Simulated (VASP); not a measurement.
# Fe (I4/mmm) in VASP: a series of runs

Fe is run at these levels: PBE; tasks: single point.

All numbers are computed with VASP 6.6.1; they aren't measurements. Logs are shortened: lines on timing, memory, paths and dates and some standing lists are left out, and cuts for length are marked.

## 1. The cell of the first run

It takes space group I4/mmm (No. 139, tetragonal). The conventional cell has a = 2.608 Å, b = 2.608 Å, c = 3.516 Å, α = 90.00°, β = 90.00°, γ = 90.00°. Within 3.4 Å of Fe (site symmetry 4/mmm) lie 12 Fe at 2.55 to 2.61 Å.

## 2. Single point, PBE, collinear spin, ferromagnetic start (volume 11.957 Å^3 an atom, c/a of the conventional cell 1.3484)

The input, INCAR:

```
SYSTEM = Fe
PREC = Accurate
ENCUT = 520
EDIFF = 1E-6
ISMEAR = 0
SIGMA = 0.15
LREAL = .FALSE.
LASPH = .TRUE.
NELM = 150
ALGO = Fast
ISIF = 2
LWAVE = .FALSE.
LCHARG = .FALSE.
ISPIN = 2
MAGMOM = 2.44
LORBIT = 11
LMAXMIX = 4
GGA = PE
NBANDS = 14
```

The input, KPOINTS:

```
Automatic mesh
0
G
  12 12 12
  0 0 0
```

The input, POSCAR:

```
Fe
1.0
   -1.3039106464      1.3039106464      1.7581931156
    1.3039106464     -1.3039106464      1.7581931156
    1.3039106464      1.3039106464     -1.7581931156
Fe
1
Direct
    0.0000000000      0.0000000000      0.0000000000
```

Potentials or basis: VASP PAW PBE potentials, release 64 (Fe).

Started as:

```console
$ cat potpaw_PBE.64/Fe/POTCAR > POTCAR
$ mpirun -np 1 vasp_std > vasp.out
```

OUTCAR:

```text
SYSTEM = Fe
   PREC = Accurate
   ENCUT = 520
   EDIFF = 1E-6
   ISMEAR = 0
   LREAL = .FALSE.
   LASPH = .TRUE.
   NELM = 150
   ISIF = 2
   ISPIN = 2
   LORBIT = 11
   GGA = PE

 ion  position               nearest neighbor table
   1  0.000  0.000  0.000-

  LATTYP: Found a body centered tetragonal cell.
 ALAT       =     2.6078212928
 C/A-ratio  =     1.3484000000

  Lattice vectors:

 A1 = (  -1.3039106464,   1.3039106464,   1.7581931156)
 A2 = (   1.3039106464,  -1.3039106464,   1.7581931156)
 A3 = (   1.3039106464,   1.3039106464,  -1.7581931156)

Analysis of symmetry for initial positions (statically):
=====================================================================
 Subroutine PRICEL returns:
 Original cell was already a primitive cell.

 Routine SETGRP: Setting up the symmetry group for a
 body centered tetragonal supercell.

 Subroutine GETGRP returns: Found 16 space group operations
 (whereof 16 operations were pure point group operations)
 out of a pool of 16 trial point group operations.

The static configuration has the point symmetry D_4h.

Analysis of symmetry for dynamics (positions and initial velocities):
=====================================================================
 Subroutine PRICEL returns:
 Original cell was already a primitive cell.

 Routine SETGRP: Setting up the symmetry group for a
 body centered tetragonal supercell.

 Subroutine GETGRP returns: Found 16 space group operations
 (whereof 16 operations were pure point group operations)
 out of a pool of 16 trial point group operations.

The dynamic configuration has the point symmetry D_4h.

Analysis of structural, dynamic, and magnetic symmetry:
=====================================================================
 Subroutine PRICEL returns:
 Original cell was already a primitive cell.

 Routine SETGRP: Setting up the symmetry group for a
 body centered tetragonal supercell.

 Subroutine GETGRP returns: Found 16 space group operations
 (whereof 16 operations were pure point group operations)
 out of a pool of 16 trial point group operations.

The overall configuration has the point symmetry D_4h.

 Subroutine INISYM returns: Found 16 space group operations
 (whereof 16 operations are pure point group operations),
 and found     1 'primitive' translations

----------------------------------------------------------------------------------------

                                     Primitive cell

  volume of cell :      11.9570

  direct lattice vectors                    reciprocal lattice vectors
    -1.303910646  1.303910646  1.758193116     0.000000000  0.383461859  0.284382868
     1.303910646 -1.303910646  1.758193116     0.383461859  0.000000000  0.284382868
     1.303910646  1.303910646 -1.758193116     0.383461859  0.383461859  0.000000000

  length of vectors
     2.547863611  2.547863611  2.547863611     0.477406129  0.477406129  0.542296961

  position of ions in fractional coordinates (direct lattice)
     0.000000000  0.000000000  0.000000000

  ion indices of the primitive-cell ions
   primitive index   ion index
                 1           1

----------------------------------------------------------------------------------------

 KPOINTS: Automatic mesh

Automatic generation of k-mesh.
 Grid dimensions read from file:
 generate k-points for:   12   12   12

 Generating k-lattice:

  Cartesian coordinates                     Fractional coordinates (reciprocal lattice)
     0.000000000  0.031955155  0.023698572     0.083333333  0.000000000 -0.000000000
     0.031955155  0.000000000  0.023698572     0.000000000  0.083333333 -0.000000000
     0.031955155  0.031955155  0.000000000     0.000000000  0.000000000  0.083333333

  Length of vectors
     0.039783844  0.039783844  0.045191413

  Shift w.r.t. Gamma in fractional coordinates (k-lattice)
     0.000000000  0.000000000  0.000000000

 Subroutine IBZKPT returns following result:
 ===========================================

 Found    163 irreducible k-points:

 Following reciprocal coordinates:
            Coordinates               Weight
  0.000000  0.000000  0.000000      1.000000
  0.083333 -0.000000  0.000000      8.000000
  0.166667 -0.000000  0.000000      8.000000
  0.250000  0.000000  0.000000      8.000000
  0.333333 -0.000000  0.000000      8.000000
  0.416667 -0.000000  0.000000      8.000000
[... 16 lines left out ...]
  0.500000  0.166667  0.000000     16.000000
 -0.416667  0.166667  0.000000     16.000000
 [... further k-points ...]
   k-points           NKPTS =    163   k-points in BZ     NKDIM =    163   number of bands    NBANDS=     14
   number of dos      NEDOS =    301   number of ions     NIONS =      1
   total plane-waves  NPLWV =   8000
   dimension x,y,z NGX =    20 NGY =   20 NGZ =   20
   dimension x,y,z NGXF=    40 NGYF=   40 NGZF=   40
   ions per type =               1
   NGX,Y,Z   is equivalent  to a cutoff of  13.05, 13.05, 13.05 a.u.
   NGXF,Y,Z  is equivalent  to a cutoff of  26.10, 26.10, 26.10 a.u.
 SYSTEM =  Fe
   PREC   = accura    normal or accurate (medium, high low for compatibility)
   ISTART =      0    job   : 0-new  1-cont  2-samecut
   ICHARG =      2    charge: 1-file 2-atom 10-const
   ISPIN  =      2    spin polarized calculation?
   LNONCOLLINEAR =      F non collinear calculations
   LSORBIT =      F    spin-orbit coupling
   LASPH  =      T    aspherical Exc in radial PAW
   ENCUT  =  520.0 eV  38.22 Ry    6.18 a.u.   4.74  4.74  4.74*2*pi/ulx,y,z
   NELM   =    150;   NELMIN=  2; NELMDL= -5     # of ELM steps
   EDIFF  = 0.1E-05   stopping-criterion for ELM
   LREAL  =      F    real-space projection
[... 7 lines left out ...]
   TEBEG  =    0.0;   TEEND  =   0.0 temperature during run
   PSTRESS=    0.0 pullay stress
   NELECT =       8.0000    total number of electrons
   NUPDOWN=      -1.0000    fix difference up-down
   EMIN   =  10.00;   EMAX   =-10.00  energy-range for DOS
   EFERMI =   0.00;   METHOD = LEGACY
   ISMEAR =     0;   SIGMA  =   0.15  broadening in eV -4-tet -1-fermi 0-gaus
   EFERMI_NEDOS =   21; number of points for ismear=-14 and -15
   IALGO  =     68    algorithm
   IMIX   =      4    mixing-type and parameters
     AMIX     =   0.40;   BMIX     =  1.00
     AMIX_MAG =   1.60;   BMIX_MAG =  1.00
  volume/ion in A,a.u.               =      11.96        80.69
  Fermi-wavevector in a.u.,A,eV,Ry     =   1.431850  2.705803 27.894575  2.050193
  Thomas-Fermi vector in A             =   2.551541
   LORBIT       =     11    0 simple, 1 ext, 2 COOP (PROOUT), +10 PAW based schemes
   GGA     = PE    functional components
   LHFCALC =     F    Hartree Fock is set to
   AEXX    =    0.0000 exact exchange contribution
   IVDW    =     0    specifies the selected vdW correction
   LEPSILON=     F    determine dielectric tensor
   LRPA    =     F    only Hartree local field effects (RPA)
 spin polarized calculation
 RMM-DIIS sequential band-by-band and
 Gauss-broadening in eV      SIGMA  =   0.15
  energy-cutoff  :      520.00
  volume of cell :       11.96
 maximum number of plane-waves:       338
   NGX =  9   NGY =  9   NGZ =  9

 number of electron       8.0000004 magnetization       2.5224205

 Free energy of the ion-electron system (eV)
  ---------------------------------------------------
  ext. energy  EPLUGINS =         0.00000000
  ---------------------------------------------------
  free energy    TOTEN  =        -8.10031686 eV

  energy without entropy =       -8.08709110  energy(sigma->0) =       -8.09370398

 E-fermi :   5.4978     XC(G=0): -12.8154

 val. band max:        5.4859418496   @ k =   0.1667  -0.0000   0.0000
 cond. band min:       5.5057053734   @ k =   0.2500   0.0000   0.0000
 fundamental gap:      0.0197635239
 Fermi energy:         5.4977640599

 spin component 1

 k-point     1 :       0.0000    0.0000    0.0000
  band No.  band energies     occupation
      1      -2.8565      1.00000
      2       3.0567      1.00000
      3       3.0567      1.00000
      4       3.2583      1.00000
      5       3.9874      1.00000
      6       4.1992      1.00000
      7      27.4042      0.00000
      8      31.2287      0.00000
      9      31.2287      0.00000
     10      31.9074      0.00000
     11      34.0314      0.00000
     12      34.4093      0.00000
     13      34.4093      0.00000
     14      36.7509      0.00000

 k-point     2 :       0.0833   -0.0000    0.0000
  band No.  band energies     occupation
      1      -2.5959      1.00000
      2       3.0194      1.00000
      3       3.1196      1.00000
      4       3.2839      1.00000
      5       3.9720      1.00000
      6       4.1653      1.00000
      7      26.6555      0.00000
      8      29.1789      0.00000
      9      30.8091      0.00000
     10      31.2253      0.00000
     11      34.8107      0.00000
     12      34.9869      0.00000
     13      35.2256      0.00000
     14      38.9934      0.00000

 k-point     3 :       0.1667   -0.0000    0.0000
  band No.  band energies     occupation
      1      -1.8502      1.00000
      2       2.8755      1.00000
      3       3.2159      1.00000
      4       3.3828      1.00000
      5       4.0154      1.00000
      6       4.1299      1.00000
      7      23.3876      0.00000
      8      28.1913      0.00000
      9      30.0874      0.00000
     10      30.5397      0.00000
     11      34.9657      0.00000
     12      35.2326      0.00000
     13      36.1560      0.00000
     14      39.3286      0.00000
[... 324 lines left out ...]
 k-point    23 :       0.5000    0.1667    0.0000
  band No.  band energies     occupation
      1       1.1747      1.00000
      2       2.4227      1.00000
      3       3.2500      1.00000
      4       3.4781      1.00000
      5       5.0180      1.00000
      6       7.3403      0.00000
      7      12.6784      0.00000
      8      21.9318      0.00000
      9      25.1857      0.00000
     10      27.3166      0.00000
     11      35.4730      0.00000
     12      37.2282      0.00000
     13      40.8243      0.00000
     14      43.2563      0.00000

 k-point    24 :      -0.4167    0.1667    0.0000
  band No.  band energies     occupation
      1       0.9308      1.00000
      2       2.4031      1.00000
      3       2.9316      1.00000
      4       3.5821      1.00000
      5       4.9416      1.00000
      6       5.8249      0.00102
      7      15.5547      0.00000
      8      23.1060      0.00000
      9      24.8346      0.00000
     10      27.3886      0.00000
     11      36.1063      0.00000
     12      37.4072      0.00000
     13      38.1903      0.00000
     14      42.7391      0.00000

 [... further k-points ...]

 spin component 2

 k-point     1 :       0.0000    0.0000    0.0000
  band No.  band energies     occupation
      1      -2.6238      1.00000
      2       5.2758      0.98181
      3       5.2758      0.98181
      4       5.7283      0.01486
      5       6.7653      0.00000
      6       7.2585      0.00000
      7      27.0452      0.00000
      8      31.4916      0.00000
      9      31.4916      0.00000
     10      32.5078      0.00000
     11      34.7654      0.00000
     12      35.1134      0.00000
     13      35.1134      0.00000
     14      36.1719      0.00000

 k-point     2 :       0.0833   -0.0000    0.0000
  band No.  band energies     occupation
      1      -2.3618      1.00000
      2       5.2248      0.99497
      3       5.3474      0.92183
      4       5.7432      0.01033
      5       6.7397      0.00000
      6       7.2122      0.00000
      7      26.6077      0.00000
      8      29.3522      0.00000
      9      31.2009      0.00000
     10      31.8244      0.00000
     11      35.1785      0.00000
     12      35.5319      0.00000
     13      35.5928      0.00000
     14      38.9856      0.00000

 k-point     3 :       0.1667   -0.0000    0.0000
  band No.  band energies     occupation
      1      -1.6037      1.00000
      2       5.0155      1.00000
      3       5.4859      0.54437
      4       5.8456      0.00052
      5       6.7409      0.00000
      6       7.1314      0.00000
      7      23.9341      0.00000
      8      28.0010      0.00000
      9      30.6533      0.00000
     10      31.2273      0.00000
     11      35.0447      0.00000
     12      35.6383      0.00000
     13      36.5227      0.00000
     14      40.3823      0.00000
[... 324 lines left out ...]
 k-point    23 :       0.5000    0.1667    0.0000
  band No.  band energies     occupation
      1       2.5509      1.00000
      2       4.2806      1.00000
      3       5.0435      0.99999
      4       6.0942      0.00000
      5       7.8435      0.00000
      6       9.0895      0.00000
      7      13.9920      0.00000
      8      22.4991      0.00000
      9      25.8864      0.00000
     10      27.6813      0.00000
     11      35.8705      0.00000
     12      37.6600      0.00000
     13      41.4074      0.00000
     14      43.8904      0.00000

 k-point    24 :      -0.4167    0.1667    0.0000
  band No.  band energies     occupation
      1       1.8260      1.00000
      2       4.1525      1.00000
      3       5.0932      0.99993
      4       6.1961      0.00000
      5       7.8119      0.00000
      6       8.0132      0.00000
      7      16.5696      0.00000
      8      23.5777      0.00000
      9      25.5565      0.00000
     10      27.8663      0.00000
     11      36.4266      0.00000
     12      38.0180      0.00000
     13      38.6143      0.00000
     14      43.2441      0.00000

 [... further k-points ...]
[... 5 lines left out ...]
  --------------------------------------------------------------------------------------
  -------------------------------------------------------------------------------------
  Total        0.1639571      0.1639571     -0.4633313      0.0000000     -0.0000000      0.0000000
  in kB       21.9694223     21.9694223    -62.0840444      0.0000000     -0.0000000      0.0000000
  external PRESSURE =      -6.0483999 kB  Pullay stress =       0.0000000 kB

 VOLUME and BASIS-vectors are now :
 -----------------------------------------------------------------------------
  energy-cutoff  :      520.00
  volume of cell :       11.96
      direct lattice vectors                 reciprocal lattice vectors
    -1.303910646  1.303910646  1.758193116     0.000000000  0.383461859  0.284382868
     1.303910646 -1.303910646  1.758193116     0.383461859  0.000000000  0.284382868
     1.303910646  1.303910646 -1.758193116     0.383461859  0.383461859  0.000000000

 POSITION                                       TOTAL-FORCE (eV/Angst)
 -----------------------------------------------------------------------------------
      0.00000      0.00000      0.00000         0.000000     -0.000000     -0.000000
 -----------------------------------------------------------------------------------
    total drift:                                0.000000     -0.000000      0.000000

  FREE ENERGIE OF THE ION-ELECTRON SYSTEM (eV)
  ---------------------------------------------------
  free  energy   TOTEN  =        -8.1003168622 eV

  energy  without entropy=       -8.0870910996  energy(sigma->0) =       -8.09370398

 total charge

# of ion       s       p       d       tot
------------------------------------------
    1        0.473   0.501   6.194   7.169

 magnetization (x)

# of ion       s       p       d       tot
------------------------------------------
    1       -0.017  -0.049   2.586   2.520
```

Wall time 85 s (1 thread of AMD EPYC 7R43 (Zen 3), shared host); peak memory 0.12 GiB.

What came out:

```yaml
Free_energy: -8.1003 eV
Pressure: -0.6 GPa
Net_moment: 2.52 μB per cell
Site_moments: Fe +2.52 μB
Valence_electrons_inside_the_program's_atomic_spheres: Fe 7.17
```

(Part 1 of 2 ends here.)
